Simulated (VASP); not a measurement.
# CoSi2 in VASP: notebook

CoSi2 is run at these levels: PBE; tasks: electric field gradients, single point.

Program: VASP 6.6.1. These are calculated values, not measurements. Logs are shortened: lines on timing, memory, paths and dates and some standing lists are left out, and cuts for length are marked.

## (1) The cell of the first run

Symmetry: I4/mmm, No. 139, tetragonal system. Conventional cell: a = 3.870 Å, b = 3.870 Å, c = 5.365 Å, α = 90.00°, β = 90.00°, γ = 90.00°. Co (site symmetry 4/mmm) has 8 Si at 2.35 Å within 3.1 Å. Within 3.1 Å of Si (site symmetry -4m2) lie 4 Co at 2.35 Å and 6 Si at 2.68 to 2.74 Å.

## (2) Electric field gradients, PBE, collinear spin, ferromagnetic start (equal xx and yy strain of +2 %)

Input file INCAR:

```
ALGO = Normal
EDIFF = 1E-8
ENCUT = 520
GGA = PE
ISIF = 2
ISMEAR = -1
ISPIN = 2
LASPH = True
LCHARG = False
LEFG = True
LMAXMIX = 4
LORBIT = 11
LREAL = False
LWAVE = False
MAGMOM = 2 0 0
NBANDS = 20
NELM = 150
PREC = Accurate
SIGMA = 0.05
```

Input file KPOINTS:

```
k-points
0
Gamma
  11 11 11
```

Input file POSCAR:

```
CoSi2
1.0
    0.0000000000      2.7361500000      2.6825000000
    2.7361500000      0.0000000000      2.6825000000
    2.7361500000      2.7361500000      0.0000000000
Co Si
1 2
Direct
    0.0000000000      0.0000000000      0.0000000000
    0.2500000000      0.2500000000      0.2500000000
    0.7500000000      0.7500000000      0.7500000000
```

Potentials or basis: VASP PAW PBE potentials, release 64 (Co, Si).

Command:

```
> cat potpaw_PBE.64/Co/POTCAR potpaw_PBE.64/Si/POTCAR > POTCAR
> mpirun -np 1 vasp_std > vasp.out
```

OUTCAR:

```text
EDIFF = 1E-8
   ENCUT = 520
   GGA = PE
   ISIF = 2
   ISMEAR = -1
   ISPIN = 2
   LASPH = True
   LORBIT = 11
   LREAL = False
   NELM = 150
   PREC = Accurate

 ion  position               nearest neighbor table
   1  0.000  0.000  0.000-   3 2.35   2 2.35   3 2.35   2 2.35   3 2.35   3 2.35   2 2.35   2 2.35

   2  0.250  0.250  0.250-   1 2.35   1 2.35   1 2.35   1 2.35   3 2.68   3 2.68   3 2.74   3 2.74
                             3 2.74   3 2.74
   3  0.750  0.750  0.750-   1 2.35   1 2.35   1 2.35   1 2.35   2 2.68   2 2.68   2 2.74   2 2.74
                             2 2.74   2 2.74

  LATTYP: Found a body centered tetragonal cell.
 ALAT       =     3.8695004387
 C/A-ratio  =     1.3864838847

  Lattice vectors:

 A1 = (   0.0000000000,  -2.7361500000,  -2.6825000000)
 A2 = (   0.0000000000,   2.7361500000,  -2.6825000000)
 A3 = (   2.7361500000,   0.0000000000,   2.6825000000)

Analysis of symmetry for initial positions (statically):
=====================================================================
 Subroutine PRICEL returns:
 Original cell was already a primitive cell.

 Routine SETGRP: Setting up the symmetry group for a
 body centered tetragonal supercell.

 Subroutine GETGRP returns: Found 16 space group operations
 (whereof 16 operations were pure point group operations)
 out of a pool of 16 trial point group operations.

The static configuration has the point symmetry D_4h.

Analysis of symmetry for dynamics (positions and initial velocities):
=====================================================================
 Subroutine PRICEL returns:
 Original cell was already a primitive cell.

 Routine SETGRP: Setting up the symmetry group for a
 body centered tetragonal supercell.

 Subroutine GETGRP returns: Found 16 space group operations
 (whereof 16 operations were pure point group operations)
 out of a pool of 16 trial point group operations.

The dynamic configuration has the point symmetry D_4h.

Analysis of structural, dynamic, and magnetic symmetry:
=====================================================================
 Subroutine PRICEL returns:
 Original cell was already a primitive cell.

 Routine SETGRP: Setting up the symmetry group for a
 body centered tetragonal supercell.

 Subroutine GETGRP returns: Found 16 space group operations
 (whereof 16 operations were pure point group operations)
 out of a pool of 16 trial point group operations.

The overall configuration has the point symmetry D_4h.

 Subroutine INISYM returns: Found 16 space group operations
 (whereof 16 operations are pure point group operations),
 and found     1 'primitive' translations

----------------------------------------------------------------------------------------

                                     Primitive cell

  volume of cell :      40.1652

  direct lattice vectors                    reciprocal lattice vectors
     0.000000000  2.736150000  2.682500000    -0.182738519  0.182738519  0.186393290
     2.736150000  0.000000000  2.682500000     0.182738519 -0.182738519  0.186393290
     2.736150000  2.736150000  0.000000000     0.182738519  0.182738519 -0.186393290

  length of vectors
     3.831751959  3.831751959  3.869500439     0.318636457  0.318636457  0.318636457

  position of ions in fractional coordinates (direct lattice)
     0.000000000  0.000000000  0.000000000
     0.250000000  0.250000000  0.250000000
     0.750000000  0.750000000  0.750000000

  ion indices of the primitive-cell ions
   primitive index   ion index
                 1           1
                 2           2
                 3           3

----------------------------------------------------------------------------------------

 KPOINTS: k-points

Automatic generation of k-mesh.
 Grid dimensions read from file:
 generate k-points for:   11   11   11

 Generating k-lattice:

  Cartesian coordinates                     Fractional coordinates (reciprocal lattice)
    -0.016612593  0.016612593  0.016944845     0.090909091 -0.000000000  0.000000000
     0.016612593 -0.016612593  0.016944845    -0.000000000  0.090909091  0.000000000
     0.016612593  0.016612593 -0.016944845     0.000000000  0.000000000  0.090909091

  Length of vectors
     0.028966951  0.028966951  0.028966951

  Shift w.r.t. Gamma in fractional coordinates (k-lattice)
     0.000000000  0.000000000  0.000000000

 Subroutine IBZKPT returns following result:
 ===========================================

 Found    126 irreducible k-points:

 Following reciprocal coordinates:
            Coordinates               Weight
  0.000000  0.000000  0.000000      1.000000
  0.090909  0.000000  0.000000      8.000000
  0.181818  0.000000  0.000000      8.000000
  0.272727 -0.000000  0.000000      8.000000
  0.363636 -0.000000  0.000000      8.000000
  0.454545  0.000000  0.000000      8.000000
[... 16 lines left out ...]
 -0.272727  0.181818  0.000000      8.000000
 -0.181818  0.181818  0.000000      4.000000
 [... further k-points ...]
   k-points           NKPTS =    126   k-points in BZ     NKDIM =    126   number of bands    NBANDS=     20
   number of dos      NEDOS =    301   number of ions     NIONS =      3
   total plane-waves  NPLWV =  23520
   dimension x,y,z NGX =    28 NGY =   28 NGZ =   30
   dimension x,y,z NGXF=    56 NGYF=   56 NGZF=   60
   ions per type =               1   2
   NGX,Y,Z   is equivalent  to a cutoff of  12.15, 12.15, 12.89 a.u.
   NGXF,Y,Z  is equivalent  to a cutoff of  24.30, 24.30, 25.78 a.u.
 SYSTEM =  unknown system
   PREC   = accura    normal or accurate (medium, high low for compatibility)
   ISTART =      0    job   : 0-new  1-cont  2-samecut
   ICHARG =      2    charge: 1-file 2-atom 10-const
   ISPIN  =      2    spin polarized calculation?
   LNONCOLLINEAR =      F non collinear calculations
   LSORBIT =      F    spin-orbit coupling
   LASPH  =      T    aspherical Exc in radial PAW
   ENCUT  =  520.0 eV  38.22 Ry    6.18 a.u.   7.12  7.12  7.19*2*pi/ulx,y,z
   NELM   =    150;   NELMIN=  2; NELMDL= -5     # of ELM steps
   EDIFF  = 0.1E-07   stopping-criterion for ELM
   LREAL  =      F    real-space projection
   EDIFFG = 0.1E-06   stopping-criterion for IOM
   NSW    =      0    number of steps for IOM
   IBRION =     -1    ionic relax: 0-MD 1-quasi-New 2-CG
   NFREE  =      0    steps in history (QN), initial steepest desc. (CG)
   ISIF   =      2    stress and relaxation
   ISYM   =      2    0-nonsym 1-usesym 2-fastsym
   POTIM  = 0.5000    time-step for ionic-motion
   TEBEG  =    0.0;   TEEND  =   0.0 temperature during run
   PSTRESS=    0.0 pullay stress
   NELECT =      17.0000    total number of electrons
   NUPDOWN=      -1.0000    fix difference up-down
   EMIN   =  10.00;   EMAX   =-10.00  energy-range for DOS
   EFERMI =   0.00;   METHOD = LEGACY
   ISMEAR =    -1;   SIGMA  =   0.05  broadening in eV -4-tet -1-fermi 0-gaus
   EFERMI_NEDOS =   21; number of points for ismear=-14 and -15
   IALGO  =     38    algorithm
   IMIX   =      4    mixing-type and parameters
     AMIX     =   0.40;   BMIX     =  1.00
     AMIX_MAG =   1.60;   BMIX_MAG =  1.00
  volume/ion in A,a.u.               =      13.39        90.35
  Fermi-wavevector in a.u.,A,eV,Ry     =   1.229159  2.322773 20.556105  1.510831
  Thomas-Fermi vector in A             =   2.364057
   LORBIT       =     11    0 simple, 1 ext, 2 COOP (PROOUT), +10 PAW based schemes
   GGA     = PE    functional components
   LHFCALC =     F    Hartree Fock is set to
   AEXX    =    0.0000 exact exchange contribution
   IVDW    =     0    specifies the selected vdW correction
   LEPSILON=     F    determine dielectric tensor
   LRPA    =     F    only Hartree local field effects (RPA)
 spin polarized calculation
  energy-cutoff  :      520.00
  volume of cell :       40.17
 maximum number of plane-waves:      1095
   NGX = 15   NGY = 15   NGZ = 15

 number of electron      16.9999999 magnetization      -0.0000016

 number of electron      16.9999999 magnetization       0.0000014

 Free energy of the ion-electron system (eV)
  ---------------------------------------------------
  ext. energy  EPLUGINS =         0.00000000
  ---------------------------------------------------
  free energy    TOTEN  =       -19.25833153 eV

  energy without entropy =      -19.24921298  energy(sigma->0) =      -19.25377225

 E-fermi :   9.4935     XC(G=0): -11.5424

 val. band max:        9.4839487008   @ k =   0.2727   0.0000   0.1818
 cond. band min:       9.5015881757   @ k =  -0.2727   0.0000   0.2727
 fundamental gap:      0.0176394749
 Fermi energy:         9.4934697942

 spin component 1

 k-point     1 :       0.0000    0.0000    0.0000
  band No.  band energies     occupation
      1      -3.2833      1.00000
      2       5.5558      1.00000
      3       5.6539      1.00000
      4       5.6539      1.00000
      5       7.6924      1.00000
      6       7.7789      1.00000
[... 12 lines left out ...]
     19      19.8669      0.00000
[... 513 lines left out ...]
      4       6.2677      1.00000
      5       7.0966      1.00000
      6       7.8548      1.00000
[... 12 lines left out ...]
     19      23.0927      0.00000
     20      25.0975      0.00000

 [... further k-points ...]

 spin component 2

 k-point     1 :       0.0000    0.0000    0.0000
  band No.  band energies     occupation
      1      -3.2833      1.00000
      2       5.5558      1.00000
      3       5.6539      1.00000
      4       5.6539      1.00000
      5       7.6924      1.00000
      6       7.7789      1.00000
[... 12 lines left out ...]
     19      19.8669      0.00000
[... 513 lines left out ...]
      4       6.2677      1.00000
      5       7.0966      1.00000
      6       7.8548      1.00000
[... 12 lines left out ...]
     19      23.0927      0.00000
     20      25.0975      0.00000

 [... further k-points ...]

------------------------ aborting loop because EDIFF is reached ----------------------------------------

  FORCE on cell =-STRESS in cart. coord.  units (eV):
  Direction    XX          YY          ZZ          XY          YZ          ZX
  --------------------------------------------------------------------------------------
  -------------------------------------------------------------------------------------
  Total       -1.8982566     -1.8982566     -1.4767003      0.0000000      0.0000000      0.0000000
  in kB      -75.7209357    -75.7209357    -58.9051685      0.0000000      0.0000000      0.0000000
  external PRESSURE =     -70.1156800 kB  Pullay stress =       0.0000000 kB

 VOLUME and BASIS-vectors are now :
 -----------------------------------------------------------------------------
  energy-cutoff  :      520.00
  volume of cell :       40.17
      direct lattice vectors                 reciprocal lattice vectors
     0.000000000  2.736150000  2.682500000    -0.182738519  0.182738519  0.186393290
     2.736150000  0.000000000  2.682500000     0.182738519 -0.182738519  0.186393290
     2.736150000  2.736150000  0.000000000     0.182738519  0.182738519 -0.186393290

 POSITION                                       TOTAL-FORCE (eV/Angst)
 -----------------------------------------------------------------------------------
      0.00000      0.00000      0.00000         0.000000     -0.000000     -0.000000
      1.36807      1.36807      1.34125        -0.000000     -0.000000      0.000000
      4.10422      4.10422      4.02375         0.000000      0.000000      0.000000
 -----------------------------------------------------------------------------------
    total drift:                               -0.000000     -0.000000      0.000000

  FREE ENERGIE OF THE ION-ELECTRON SYSTEM (eV)
  ---------------------------------------------------
  free  energy   TOTEN  =       -19.2583315266 eV

  energy  without entropy=      -19.2492129831  energy(sigma->0) =      -19.25377225

 Electric field gradients (V/A^2)
---------------------------------------------------------------------
 ion       V_xx      V_yy      V_zz      V_xy      V_xz      V_yz
---------------------------------------------------------------------
   1       0.347     0.347    -0.695    -0.003     0.001     0.001
   2       0.253     0.253    -0.506    -0.000    -0.000    -0.000
   3       0.253     0.253    -0.506    -0.000    -0.000    -0.000
---------------------------------------------------------------------

 Electric field gradients after diagonalization (V/A^2)
 (convention: |V_zz| > |V_xx| > |V_yy|)
----------------------------------------------------------------------
 ion       V_xx      V_yy      V_zz     asymmetry (V_yy - V_xx)/ V_zz
----------------------------------------------------------------------
   1       0.350     0.345    -0.695       0.008
   2       0.253     0.253    -0.506       0.000
   3       0.253     0.253    -0.506       0.000
----------------------------------------------------------------------

           NMR quadrupolar parameters

 Cq : quadrupolar parameter    Cq=e*Q*V_zz/h
 eta: asymmetry parameters     (V_yy - V_xx)/ V_zz
 Q  : nuclear electric quadrupole moment in mb (millibarn)
----------------------------------------------------------------------
 ion       Cq(MHz)       eta       Q (mb)
----------------------------------------------------------------------
   1      -0.002       0.008       1.000
   2      -0.001       0.000       1.000
   3      -0.001       0.000       1.000
----------------------------------------------------------------------

 total charge

# of ion       s       p       d       tot
------------------------------------------
    1        0.517   0.668   7.550   8.735
    2        0.719   0.845   0.000   1.564
    3        0.719   0.845   0.000   1.564
--------------------------------------------------
tot          1.955   2.357   7.550  11.862

 magnetization (x)

# of ion       s       p       d       tot
------------------------------------------
    1       -0.000   0.000   0.000   0.000
    2        0.000  -0.000   0.000  -0.000
    3        0.000  -0.000   0.000  -0.000
--------------------------------------------------
tot          0.000  -0.000   0.000   0.000
```

It took 5.2 min on 1 thread of Intel Xeon 8259CL, shared host; peak memory 0.29 GiB.

What came out:

```yaml
Free_energy: -19.2583 eV
Pressure: -7.0 GPa
Net_moment: 0.00 μB per cell
Largest_electric_field_gradient_by_atom: Co -0.7; Si -0.5 V/Å²
Valence_electrons_inside_the_program's_atomic_spheres: Co 8.73; Si 1.56
```

Stress tensor (GPa, compression positive):
```
-7.57  0.00  0.00
 0.00 -7.57  0.00
 0.00  0.00 -5.89
```

Levels at points of the mesh, in eV from the Fermi level:
Spin up:
```tsv
k point	band 6	band 7	band 8	band 9	band 10	band 11	band 12	band 13
(0.00, 0.00, 0.00)	-1.71	0.34	3.07	3.33	3.33	3.36	3.36	3.59
```
Spin down:
| k point | band 6 | band 7 | band 8 | band 9 | band 10 | band 11 | band 12 | band 13 |
| --- | --- | --- | --- | --- | --- | --- | --- | --- |
| (0.00, 0.00, 0.00) | -1.71 | 0.34 | 3.07 | 3.33 | 3.33 | 3.36 | 3.36 | 3.59 |

Electric field gradients, principal values (V/Å²):
| atom | least | middle | greatest (by size) |
| --- | --- | --- | --- |
| 1 Co | 0.345 | 0.350 | -0.695 |
| 2 Si | 0.253 | 0.253 | -0.506 |
| 3 Si | 0.253 | 0.253 | -0.506 |

Caveat: the cell differs from its parent crystal (equal xx and yy strain of +2 %); the cell stands under tension; without QUAD_EFG the Cq values of the log hold for a quadrupole moment of 1 mb, not for the nuclei.

[end of part 1 of 3]
